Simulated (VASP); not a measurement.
A run of VASP 6.6.1 is set up as follows.

Contents of INCAR:

```
  PREC = Accurate
  ENCUT = 520
  EDIFF = 1E-6
  ISMEAR = 0
  SIGMA = 0.1
  LREAL = F
  LASPH = T
  NELM = 80
  ALGO = Fast
  ISIF = 2
  LWAVE = F
  LCHARG = F
  GGA = PE
  NBANDS = 36
```

File KPOINTS:

```
regular mesh
0
Gamma
  6 6 6
```

POSCAR

```
ScIn3As
1.0
    5.1138290852      0.0000000000      0.0000000000
    0.0000000000      5.1138290852      0.0000000000
    0.0000000000      0.0000000000      5.3689361765
Sc In As
1 3 1
Direct
    0.5000000000      0.5000000000      0.0080411729
    0.5000000000      0.0000000000      0.3013669694
    0.0000000000      0.5000000000      0.3013669694
    0.0000000000      0.0000000000      0.8642198441
    0.5000000000      0.5000000000      0.5220775841
```

Potentials or basis: VASP PAW PBE potentials, release 64 (Sc_sv, In_d, As).

Command:

```console
$ cat potpaw_PBE.64/Sc_sv/POTCAR potpaw_PBE.64/In_d/POTCAR potpaw_PBE.64/As/POTCAR > POTCAR
$ mpirun -np 1 vasp_std > vasp.out
```

**Question.** Estimate the band gap on the k mesh.

**Answer.** Zero (an odd number of electrons rules out a gap without spin polarisation).

**Question.** Estimate the pressure.

**Answer.** 0.0 GPa.

**Question.** Predict the largest force.

**Answer.** 0.005 eV/Å.

Stress tensor (GPa, compression positive):
```
0.01 0.00 0.00
0.00 0.01 0.00
0.00 0.00 0.10
```

Caveat: spin-orbit coupling is left out, which moves the levels of the heavy elements.
